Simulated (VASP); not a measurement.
# GaSb (I-4m2) in VASP: notebook, part 2 of 2

VASP 6.6.1. The steps go on from the part before.

### Step 4. Single point, PBE

This run uses another cell than the first one, of 28.80 Å³/atom.

Contents of INCAR:

```
PREC = Accurate ; ENCUT = 520
EDIFF = 1E-7 ; ISMEAR = 0
SIGMA = 0.15 ; LREAL = False
LASPH = True ; NELM = 80
ALGO = Normal ; ISIF = 2
LWAVE = False ; LCHARG = True
GGA = PE ; LELF = True
LVHAR = True ; NBANDS = 16
```

Contents of KPOINTS:

```
Automatic mesh
0
Gamma
  16 16 16
```

Contents of POSCAR:

```
GaSb
1.0
   -2.9593500000      2.9593500000      1.6443500000
    2.9593500000     -2.9593500000      1.6443500000
    2.9593500000      2.9593500000     -1.6443500000
Ga Sb
1 1
Direct
    0.2500000000      0.7500000000      0.5000000000
    0.0000000000      0.0000000000      0.0000000000
```

Potentials or basis: VASP PAW PBE potentials, release 64 (Ga_d, Sb).

Started as:

```
$ cat potpaw_PBE.64/Ga_d/POTCAR potpaw_PBE.64/Sb/POTCAR > POTCAR
$ mpirun -np 1 vasp_std > vasp.out
```

OUTCAR:

```text
PREC = Accurate
   ENCUT = 520
   EDIFF = 1E-7
   ISMEAR = 0
   LREAL = False
   LASPH = True
   NELM = 80
   ISIF = 2
   GGA = PE

 ion  position               nearest neighbor table
   1  0.250  0.750  0.500-   2 3.07   2 3.07   2 3.07   2 3.07
   2  0.000  0.000  0.000-   1 3.07   1 3.07   1 3.07   1 3.07

  LATTYP: Found a body centered tetragonal cell.
 ALAT       =     5.9187000000
 C/A-ratio  =     0.5556456654

  Lattice vectors:

 A1 = (  -2.9593500000,   2.9593500000,   1.6443500000)
 A2 = (   2.9593500000,  -2.9593500000,   1.6443500000)
 A3 = (   2.9593500000,   2.9593500000,  -1.6443500000)

Analysis of symmetry for initial positions (statically):
=====================================================================
 Subroutine PRICEL returns:
 Original cell was already a primitive cell.

 Routine SETGRP: Setting up the symmetry group for a
 body centered tetragonal supercell.

 Subroutine GETGRP returns: Found  8 space group operations
 (whereof  8 operations were pure point group operations)
 out of a pool of 16 trial point group operations.

The static configuration has the point symmetry D_2d.

Analysis of symmetry for dynamics (positions and initial velocities):
=====================================================================
 Subroutine PRICEL returns:
 Original cell was already a primitive cell.

 Routine SETGRP: Setting up the symmetry group for a
 body centered tetragonal supercell.

 Subroutine GETGRP returns: Found  8 space group operations
 (whereof  8 operations were pure point group operations)
 out of a pool of 16 trial point group operations.

The dynamic configuration has the point symmetry D_2d.

 Subroutine INISYM returns: Found  8 space group operations
 (whereof  8 operations are pure point group operations),
 and found     1 'primitive' translations

----------------------------------------------------------------------------------------

                                     Primitive cell

  volume of cell :      57.6032

  direct lattice vectors                    reciprocal lattice vectors
    -2.959350000  2.959350000  1.644350000     0.000000000  0.168956021  0.304071518
     2.959350000 -2.959350000  1.644350000     0.168956021  0.000000000  0.304071518
     2.959350000  2.959350000 -1.644350000     0.168956021  0.168956021  0.000000000

  length of vectors
     4.496597799  4.496597799  4.496597799     0.347858628  0.347858628  0.238939896

  position of ions in fractional coordinates (direct lattice)
     0.250000000  0.750000000  0.500000000
     0.000000000  0.000000000  0.000000000

  ion indices of the primitive-cell ions
   primitive index   ion index
                 1           1
                 2           2

----------------------------------------------------------------------------------------

 KPOINTS: Automatic mesh

Automatic generation of k-mesh.
 Grid dimensions read from file:
 generate k-points for:   16   16   16

 Generating k-lattice:

  Cartesian coordinates                     Fractional coordinates (reciprocal lattice)
     0.000000000  0.010559751  0.019004470     0.062500000  0.000000000  0.000000000
     0.010559751  0.000000000  0.019004470     0.000000000  0.062500000  0.000000000
     0.010559751  0.010559751  0.000000000     0.000000000  0.000000000  0.062500000

  Length of vectors
     0.021741164  0.021741164  0.014933743

  Shift w.r.t. Gamma in fractional coordinates (k-lattice)
     0.000000000  0.000000000  0.000000000

 Subroutine IBZKPT returns following result:
 ===========================================

 Found    349 irreducible k-points:

 Following reciprocal coordinates:
            Coordinates               Weight
  0.000000  0.000000  0.000000      1.000000
  0.062500  0.000000  0.000000      8.000000
  0.125000  0.000000  0.000000      8.000000
  0.187500  0.000000 -0.000000      8.000000
  0.250000  0.000000  0.000000      8.000000
  0.312500  0.000000 -0.000000      8.000000
[... 16 lines left out ...]
 -0.125000  0.062500  0.000000     16.000000
 -0.062500  0.062500  0.000000      4.000000
 [... further k-points ...]
   k-points           NKPTS =    349   k-points in BZ     NKDIM =    349   number of bands    NBANDS=     16
   number of dos      NEDOS =    301   number of ions     NIONS =      2
   total plane-waves  NPLWV =  46656
   dimension x,y,z NGX =    36 NGY =   36 NGZ =   36
   dimension x,y,z NGXF=    72 NGYF=   72 NGZF=   72
   ions per type =               1   1
   NGX,Y,Z   is equivalent  to a cutoff of  13.31, 13.31, 13.31 a.u.
   NGXF,Y,Z  is equivalent  to a cutoff of  26.62, 26.62, 26.62 a.u.
 SYSTEM =  unknown system
   PREC   = accura    normal or accurate (medium, high low for compatibility)
   ISTART =      0    job   : 0-new  1-cont  2-samecut
   ICHARG =      2    charge: 1-file 2-atom 10-const
   ISPIN  =      1    spin polarized calculation?
   LNONCOLLINEAR =      F non collinear calculations
   LSORBIT =      F    spin-orbit coupling
   LASPH  =      T    aspherical Exc in radial PAW
   ENCUT  =  520.0 eV  38.22 Ry    6.18 a.u.   8.36  8.36  8.36*2*pi/ulx,y,z
   NELM   =     80;   NELMIN=  2; NELMDL= -5     # of ELM steps
   EDIFF  = 0.1E-06   stopping-criterion for ELM
   LREAL  =      F    real-space projection
   EDIFFG = 0.1E-05   stopping-criterion for IOM
   NSW    =      0    number of steps for IOM
   IBRION =     -1    ionic relax: 0-MD 1-quasi-New 2-CG
   NFREE  =      0    steps in history (QN), initial steepest desc. (CG)
   ISIF   =      2    stress and relaxation
   ISYM   =      2    0-nonsym 1-usesym 2-fastsym
   POTIM  = 0.5000    time-step for ionic-motion
   TEBEG  =    0.0;   TEEND  =   0.0 temperature during run
   PSTRESS=    0.0 pullay stress
   NELECT =      18.0000    total number of electrons
   NUPDOWN=      -1.0000    fix difference up-down
   EMIN   =  10.00;   EMAX   =-10.00  energy-range for DOS
   EFERMI =   0.00;   METHOD = LEGACY
   ISMEAR =     0;   SIGMA  =   0.15  broadening in eV -4-tet -1-fermi 0-gaus
   EFERMI_NEDOS =   21; number of points for ismear=-14 and -15
   IALGO  =     38    algorithm
   IMIX   =      4    mixing-type and parameters
     AMIX     =   0.40;   BMIX     =  1.00
     AMIX_MAG =   1.60;   BMIX_MAG =  1.00
  volume/ion in A,a.u.               =      28.80       194.36
  Fermi-wavevector in a.u.,A,eV,Ry     =   1.110921  2.099337 16.791583  1.234147
  Thomas-Fermi vector in A             =   2.247479
   LORBIT       =      0    0 simple, 1 ext, 2 COOP (PROOUT), +10 PAW based schemes
   GGA     = PE    functional components
   LHFCALC =     F    Hartree Fock is set to
   AEXX    =    0.0000 exact exchange contribution
   IVDW    =     0    specifies the selected vdW correction
   LEPSILON=     F    determine dielectric tensor
   LRPA    =     F    only Hartree local field effects (RPA)
 non-spin polarized calculation
 Gauss-broadening in eV      SIGMA  =   0.15
  energy-cutoff  :      520.00
  volume of cell :       57.60
 maximum number of plane-waves:      1574
 NGX is ok and might be reduce to    36
   NGX = 17   NGY = 17   NGZ = 17

 number of electron      17.9999991 magnetization

 Free energy of the ion-electron system (eV)
  ---------------------------------------------------
  ext. energy  EPLUGINS =         0.00000000
  ---------------------------------------------------
  free energy    TOTEN  =        -6.78826803 eV

  energy without entropy =       -6.77683092  energy(sigma->0) =       -6.78254948

 E-fermi :   4.7160     XC(G=0):  -9.4469

 val. band max:        4.7048356563   @ k =  -0.1250   0.1875   0.0625
 cond. band min:       4.7194273635   @ k =  -0.2500   0.1250   0.0000
 fundamental gap:      0.0145917072
 Fermi energy:         4.7160251773

 k-point     1 :       0.0000    0.0000    0.0000
  band No.  band energies     occupation
      1     -10.0933      2.00000
      2     -10.0112      2.00000
      3     -10.0067      2.00000
      4     -10.0067      2.00000
      5     -10.0058      2.00000
      6      -6.0501      2.00000
[... 8 lines left out ...]
     15      14.0421      0.00000
     16      14.3528      0.00000
[... 419 lines left out ...]
 k-point    24 :      -0.0625    0.0625    0.0000
  band No.  band energies     occupation
      1     -10.0931      2.00000
      2     -10.0115      2.00000
      3     -10.0068      2.00000
      4     -10.0065      2.00000
      5     -10.0055      2.00000
      6      -6.0238      2.00000
[... 8 lines left out ...]
     15      13.9694      0.00000
     16      14.4960      0.00000

 [... further k-points ...]

------------------------ aborting loop because EDIFF is reached ----------------------------------------

  FORCE on cell =-STRESS in cart. coord.  units (eV):
  Direction    XX          YY          ZZ          XY          YZ          ZX
  --------------------------------------------------------------------------------------
  -------------------------------------------------------------------------------------
  Total       -2.2416310     -2.2416310     -1.8847003      0.0000000     -0.0000000      0.0000000
  in kB      -62.3487545    -62.3487545    -52.4210798      0.0000000     -0.0000000      0.0000000
  external PRESSURE =     -59.0395296 kB  Pullay stress =       0.0000000 kB

 VOLUME and BASIS-vectors are now :
 -----------------------------------------------------------------------------
  energy-cutoff  :      520.00
  volume of cell :       57.60
      direct lattice vectors                 reciprocal lattice vectors
    -2.959350000  2.959350000  1.644350000     0.000000000  0.168956021  0.304071518
     2.959350000 -2.959350000  1.644350000     0.168956021  0.000000000  0.304071518
     2.959350000  2.959350000 -1.644350000     0.168956021  0.168956021  0.000000000

 POSITION                                       TOTAL-FORCE (eV/Angst)
 -----------------------------------------------------------------------------------
      2.95935      0.00000      0.82217        -0.000000     -0.000000      0.000000
      0.00000      0.00000      0.00000         0.000000      0.000000     -0.000000
 -----------------------------------------------------------------------------------
    total drift:                                0.000000     -0.000000      0.000000

  FREE ENERGIE OF THE ION-ELECTRON SYSTEM (eV)
  ---------------------------------------------------
  free  energy   TOTEN  =        -6.7882680340 eV

  energy  without entropy=       -6.7768309175  energy(sigma->0) =       -6.78254948
```

stdout:

```text
POSCAR found type information on POSCAR GaSb
 POSCAR found :  2 types and       2 ions
 scaLAPACK will be used
 LDA part: xc-table for (Slater+PW92), standard interpolation
 POSCAR, INCAR and KPOINTS ok, starting setup
 FFT: planning ... GRIDC
 FFT: planning ... GRID_SOFT
 FFT: planning ... GRID
 WAVECAR not read
 entering main loop
```

It took 4 min on 1 thread of Intel Xeon Platinum 8375C at 2.90GHz (Ice Lake), shared host; peak memory 0.47 GiB.

What came out:

| Item | Value |
| --- | --- |
| Free energy | -6.7883 eV |
| Pressure | -5.9 GPa |
| Band gap on the k mesh | zero (bands 9 and 10 overlap by 3.61 eV) |

Caveat: the cell stands under tension; spin-orbit coupling is left out, which moves the levels of the heavy elements.

### Step 5. Single point, PBE

This run uses another cell than the first one, of 29.68 Å³/atom.

Contents of INCAR:

```
SYSTEM = GaSb
  ALGO = Normal
  EDIFF = 1E-6
  ENCUT = 520
  GGA = PE
  ISIF = 2
  ISMEAR = 0
  LASPH = .True.
  LCHARG = .False.
  LREAL = .False.
  LWAVE = .False.
  NBANDS = 16
  NELM = 100
  PREC = Accurate
  SIGMA = 0.15
```

Contents of KPOINTS:

```
k-points
0
Gamma
  16 16 16
  0 0 0
```

Contents of POSCAR:

```
GaSb
1.0
   -2.8948000000      2.8948000000      1.7708000000
    2.8948000000     -2.8948000000      1.7708000000
    2.8948000000      2.8948000000     -1.7708000000
Ga Sb
1 1
Direct
    0.2500000000      0.7500000000      0.5000000000
    0.0000000000      0.0000000000      0.0000000000
```

Started as:

```
$ cat potpaw_PBE.64/Ga_d/POTCAR potpaw_PBE.64/Sb/POTCAR > POTCAR
$ mpirun -np 1 vasp_std > vasp.out
```

Run time: 4 min. Hardware: 1 thread of Intel Xeon Platinum 8375C at 2.90GHz (Ice Lake), shared host; peak memory 0.47 GiB.

Results (log left out):

| Quantity | Value |
| --- | --- |
| Free energy | -6.7281 eV |
| Pressure | -6.1 GPa |
| Band gap on the k mesh | zero (bands 9 and 10 overlap by 3.95 eV) |

Stress tensor (GPa, compression positive):
```
-5.98  0.00  0.00
 0.00 -5.98  0.00
 0.00  0.00 -6.35
```

Levels at points of the mesh, in eV from the Fermi level:
```csv
k point,band 7,band 8,band 9,band 10,band 11,band 12
"(0.00, 0.00, 0.00)",-3.11,-1.23,-1.23,3.25,3.98,5.78
"(0.50, 0.00, 0.00)",-4.97,-2.15,-1.28,-0.71,2.65,2.89
"(0.50, 0.50, 0.00)",-6.86,0.17,1.66,1.88,2.34,3.48
"(0.50, 0.50, 0.50)",-5.27,-3.79,-3.79,2.14,3.81,8.68
```

Caveat: the cell stands under tension; spin-orbit coupling is left out, which moves the levels of the heavy elements.

### Step 6. Overview

```csv
cell,gap on the mesh (eV),pressure (GPa)
"a = 4.377 Å, angles 99.4, 99.4, 132.3°, 2 atoms",none,-5.1
"a = 4.436 Å, angles 98.5, 98.5, 134.7°, 2 atoms",none,-5.7
"a = 4.497 Å, angles 97.7, 97.7, 137.1°, 2 atoms",none,-5.9
"a = 4.460 Å, angles 99.1, 99.1, 133.2°, 2 atoms",none,-6.1
```

Alike in all rows: task single point; level PBE; potentials or basis VASP PAW PBE potentials, release 64 (Ga_d, Sb); no spin polarisation; k mesh 16 × 16 × 16; cutoff (eV) 520; smearing gaussian 0.15 eV.

Caveats: the cell stands under tension; spin-orbit coupling is left out, which moves the levels of the heavy elements.

Total energies depend on the potentials used, so only differences within one code and one set of settings carry meaning.
